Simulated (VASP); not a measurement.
# Si in VASP: a series of runs, part 2 of 2

VASP 6.6.1. Earlier steps stand in the parts before.

## Step 3: Single point, PBE

This run uses another cell than the first one, of 64.64 Å³/atom, 1.552 times its volume.

Input file INCAR:

```
SYSTEM = Si
PREC = Accurate ; ENCUT = 520
EDIFF = 1E-6 ; ISMEAR = -1
SIGMA = 0.02 ; LREAL = .FALSE.
LASPH = .TRUE. ; NELM = 80
ALGO = Normal ; ISIF = 2
LWAVE = .FALSE. ; LCHARG = .FALSE.
LDIPOL = .TRUE. ; IDIPOL = 3
DIPOL = 0.5 0.5 0.500 ; GGA = PE
NBANDS = 16
```

Input file KPOINTS:

```
regular mesh
0
G
  9 9 1
  0 0 0
```

Input file POSCAR:

```
Si
1.0
    3.8685410222      0.0000000000      0.0000000000
   -1.9342705111      3.3502548008      0.0000000000
    0.0000000000      0.0000000000     19.9483000000
Si
4
Direct
    0.1666666665      0.3333333335      0.4010363502
    0.5000000005      0.9999999995      0.4406218104
    0.5000000005      0.9999999995      0.5593781901
    0.8333333335      0.6666666665      0.5989636498
```

Potentials or basis: VASP PAW PBE potentials, release 64 (Si).

Command:

```
cat potpaw_PBE.64/Si/POTCAR > POTCAR
mpirun -np 1 vasp_std > vasp.out
```

OUTCAR:

```text
SYSTEM = Si
   PREC = Accurate
   ENCUT = 520
   EDIFF = 1E-6
   ISMEAR = -1
   LREAL = .FALSE.
   LASPH = .TRUE.
   NELM = 80
   ISIF = 2
   GGA = PE

 ion  position               nearest neighbor table
   1  0.167  0.333  0.401-   2 2.37   2 2.37   2 2.37
   2  0.500  1.000  0.441-   1 2.37   1 2.37   3 2.37   1 2.37
   3  0.500  1.000  0.559-   4 2.37   4 2.37   4 2.37   2 2.37
   4  0.833  0.667  0.599-   3 2.37   3 2.37   3 2.37

  LATTYP: Found a hexagonal cell.
 ALAT       =     3.8685410222
 C/A-ratio  =     5.1565434838

  Lattice vectors:

 A1 = (   3.8685410222,   0.0000000000,   0.0000000000)
 A2 = (  -1.9342705111,   3.3502548008,   0.0000000000)
 A3 = (   0.0000000000,   0.0000000000,  19.9483000000)

Analysis of symmetry for initial positions (statically):
=====================================================================
 Subroutine PRICEL returns:
 Original cell was already a primitive cell.

 Routine SETGRP: Setting up the symmetry group for a
 hexagonal supercell.

 Subroutine GETGRP returns: Found 12 space group operations
[... 165 lines left out ...]
 Fermi energy:        -1.5900540980

 k-point     1 :       0.0000    0.0000    0.0000
  band No.  band energies     occupation
      1     -12.6939      2.00000
      2     -11.4479      2.00000
      3      -6.6804      2.00000
      4      -2.9466      2.00000
      5      -2.2624      2.00000
      6      -2.2624      2.00000
[... 205 lines left out ...]
      3      -8.7210      2.00000
      4      -7.9957      2.00000
      5      -5.3026      2.00000
      6      -5.3026      2.00000
[... 8 lines left out ...]
     15       4.9734      0.00000
     16       5.4347      0.00000

------------------------ aborting loop because EDIFF is reached ----------------------------------------

 vacuum level on the upper side and lower side of the slab       (xc-potential included)        -0.168        -0.168

  FORCE on cell =-STRESS in cart. coord.  units (eV):
  Direction    XX          YY          ZZ          XY          YZ          ZX
  --------------------------------------------------------------------------------------
  -------------------------------------------------------------------------------------
  Total       -1.3240665     -1.3240665      0.3977698      0.0000000      0.0000000     -0.0000000
  in kB       -8.2052049     -8.2052049      2.4649689      0.0000000      0.0000000     -0.0000000
  external PRESSURE =      -4.6484803 kB  Pullay stress =       0.0000000 kB

 VOLUME and BASIS-vectors are now :
 -----------------------------------------------------------------------------
  energy-cutoff  :      520.00
  volume of cell :      258.54
      direct lattice vectors                 reciprocal lattice vectors
     3.868541022  0.000000000  0.000000000     0.258495385  0.149242380  0.000000000
    -1.934270511  3.350254801  0.000000000     0.000000000  0.298484760  0.000000000
     0.000000000  0.000000000 19.948300000     0.000000000  0.000000000  0.050129585

 POSITION                                       TOTAL-FORCE (eV/Angst)
 -----------------------------------------------------------------------------------
     -0.00000      1.11675      7.99999         0.000000     -0.000000      0.566893
      0.00000      3.35025      8.78966         0.000000     -0.000000     -1.115683
      0.00000      3.35025     11.15864        -0.000000      0.000000      1.115683
      1.93427      2.23350     11.94831        -0.000000      0.000000     -0.566893
 -----------------------------------------------------------------------------------
    total drift:                               -0.000000      0.000000     -0.000002

  FREE ENERGIE OF THE ION-ELECTRON SYSTEM (eV)
  ---------------------------------------------------
  free  energy   TOTEN  =       -19.5519481172 eV

  energy  without entropy=      -19.5495648932  energy(sigma->0) =      -19.55075651

 vacuum level on the upper side and lower side of the slab         3.154         3.154
```

Wall time 44 s (1 thread of Intel Xeon 6975P-C (Granite Rapids), shared host); peak memory 0.34 GiB.

Results:

```yaml
Free_energy: -19.5519 eV
Largest_force: 1.116 eV/Å
Band_gap_on_the_k_mesh: zero (band 8 reaches -1.61 eV, above the bottom of band 9 at -1.66 eV)
```

Forces in eV/Å, atoms in the order of the input:
```
Si   0.000  0.000  0.567
Si   0.000  0.000 -1.116
Si   0.000  0.000  1.116
Si   0.000  0.000 -0.567
```

Levels at points of the mesh, in eV from the Fermi level:
```csv
k point,band 4,band 5,band 6,band 7,band 8,band 9,band 10,band 11,band 12,band 13
"(0.00, 0.00, 0.00)",-1.36,-0.67,-0.67,-0.03,-0.03,1.10,2.40,2.82,3.39,3.39
```

## Step 4: Single point, PBE

This run uses another cell than the first one, of 64.64 Å³/atom, 1.552 times its volume.

Input file INCAR:

```
PREC = Accurate ; ENCUT = 520
EDIFF = 1E-7 ; ISMEAR = -1
SIGMA = 0.02 ; LREAL = F
LASPH = T ; NELM = 100
ALGO = Normal ; ISIF = 2
LWAVE = F ; LCHARG = F
LDIPOL = T ; IDIPOL = 3
DIPOL = 0.5 0.5 0.500 ; GGA = PE
NBANDS = 16
```

Input file KPOINTS:

```
regular mesh
0
Gamma
  9 9 1
```

Input file POSCAR:

```
Si
1.0
    3.8685410222      0.0000000000      0.0000000000
   -1.9342705111      3.3502548008      0.0000000000
    0.0000000000      0.0000000000     19.9483000000
Si
4
Direct
    0.1666666667      0.3333333333      0.4035140844
    0.5000000000      1.0000000000      0.4366457658
    0.5000000000      1.0000000000      0.5633542826
    0.8333333333      0.6666666667      0.5964858677
```

Command:

```
cat potpaw_PBE.64/Si/POTCAR > POTCAR
mpirun -np 1 vasp_std > vasp.out
```

Run time: 51 s. Hardware: 1 thread of Intel Xeon 6975P-C (Granite Rapids), shared host; peak memory 0.34 GiB.

Results (log left out):

```
Free energy            : -19.6606 eV
Largest force          : 0.013 eV/Å
Band gap on the k mesh : zero (filled and empty bands touch)
```

Forces on the atoms (eV/Å):
```
Si   0.000  0.000  0.013
Si   0.000  0.000 -0.002
Si   0.000  0.000  0.002
Si   0.000  0.000 -0.013
```

Levels at points of the mesh, in eV from the Fermi level:
```
           k point  band 6  band 7  band 8  band 9  band 10  band 11
(0.00, 0.00, 0.00)   -0.95   -0.45   -0.45    1.31     2.34     2.55
```

## Step 5: Single point, PBE

This run uses another cell than the first one, of 64.64 Å³/atom, 1.552 times its volume.

Input file INCAR:

```
SYSTEM = Si
ALGO = Normal
DIPOL = 0.5 0.5 0.500
EDIFF = 1E-6
ENCUT = 520
GGA = PE
IDIPOL = 3
ISIF = 2
ISMEAR = -1
LASPH = .TRUE.
LCHARG = .FALSE.
LDIPOL = .TRUE.
LREAL = .FALSE.
LWAVE = .FALSE.
NBANDS = 16
NELM = 60
PREC = Accurate
SIGMA = 0.02
```

Input file KPOINTS:

```
k-points
0
G
  9 9 1
  0 0 0
```

POSCAR is that of step 4.

Potentials or basis: VASP PAW PBE potentials, release 64 (Si).

Command:

```
cat potpaw_PBE.64/Si/POTCAR > POTCAR
mpirun -np 1 vasp_std > vasp.out
```

OUTCAR:

```text
SYSTEM = Si
   EDIFF = 1E-6
   ENCUT = 520
   GGA = PE
   ISIF = 2
   ISMEAR = -1
   LASPH = .TRUE.
   LREAL = .FALSE.
   NELM = 60
   PREC = Accurate

 ion  position               nearest neighbor table
   1  0.167  0.333  0.404-   2 2.33   2 2.33   2 2.33
   2  0.500  0.000  0.437-   1 2.33   1 2.33   1 2.33   3 2.53
   3  0.500  0.000  0.563-   4 2.33   4 2.33   4 2.33   2 2.53
   4  0.833  0.667  0.596-   3 2.33   3 2.33   3 2.33

  LATTYP: Found a hexagonal cell.
 ALAT       =     3.8685410222
 C/A-ratio  =     5.1565434838

[... 418 lines left out ...]
  --------------------------------------------------------------------------------------
  -------------------------------------------------------------------------------------
  Total       -0.5107602     -0.5107602     -0.0492667      0.0000000      0.0000000      0.0000000
  in kB       -3.1651674     -3.1651674     -0.3053047      0.0000000      0.0000000      0.0000000
  external PRESSURE =      -2.2118798 kB  Pullay stress =       0.0000000 kB

 VOLUME and BASIS-vectors are now :
 -----------------------------------------------------------------------------
  energy-cutoff  :      520.00
  volume of cell :      258.54
      direct lattice vectors                 reciprocal lattice vectors
     3.868541022  0.000000000  0.000000000     0.258495385  0.149242380  0.000000000
    -1.934270511  3.350254801  0.000000000     0.000000000  0.298484760  0.000000000
     0.000000000  0.000000000 19.948300000     0.000000000  0.000000000  0.050129585

 POSITION                                       TOTAL-FORCE (eV/Angst)
 -----------------------------------------------------------------------------------
      0.00000      1.11675      8.04942        -0.000000     -0.000000      0.012517
      1.93427      0.00000      8.71034        -0.000000     -0.000000     -0.002493
      1.93427      0.00000     11.23796         0.000000     -0.000000      0.002493
      1.93427      2.23350     11.89888         0.000000      0.000000     -0.012517
 -----------------------------------------------------------------------------------
    total drift:                                0.000000     -0.000000      0.000016

  FREE ENERGIE OF THE ION-ELECTRON SYSTEM (eV)
  ---------------------------------------------------
  free  energy   TOTEN  =       -19.6605780190 eV

  energy  without entropy=      -19.6581482222  energy(sigma->0) =      -19.65936312

 vacuum level on the upper side and lower side of the slab         3.228         3.228
```

stdout:

```text
POSCAR found type information on POSCAR Si
 POSCAR found :  1 types and       4 ions
 scaLAPACK will be used
 LDA part: xc-table for (Slater+PW92), standard interpolation
 POSCAR, INCAR and KPOINTS ok, starting setup
 FFT: planning ... GRIDC
 FFT: planning ... GRID_SOFT
 FFT: planning ... GRID
 WAVECAR not read
 entering main loop
```

Wall time 49 s (1 thread of Intel Xeon 6975P-C (Granite Rapids), shared host); peak memory 0.35 GiB.

What came out:

```
Free energy            : -19.6606 eV
Largest force          : 0.013 eV/Å
Band gap on the k mesh : zero (filled and empty bands touch)
```

Forces on the atoms (eV/Å):
```
Si   0.000  0.000  0.013
Si   0.000  0.000 -0.002
Si   0.000  0.000  0.002
Si   0.000  0.000 -0.013
```
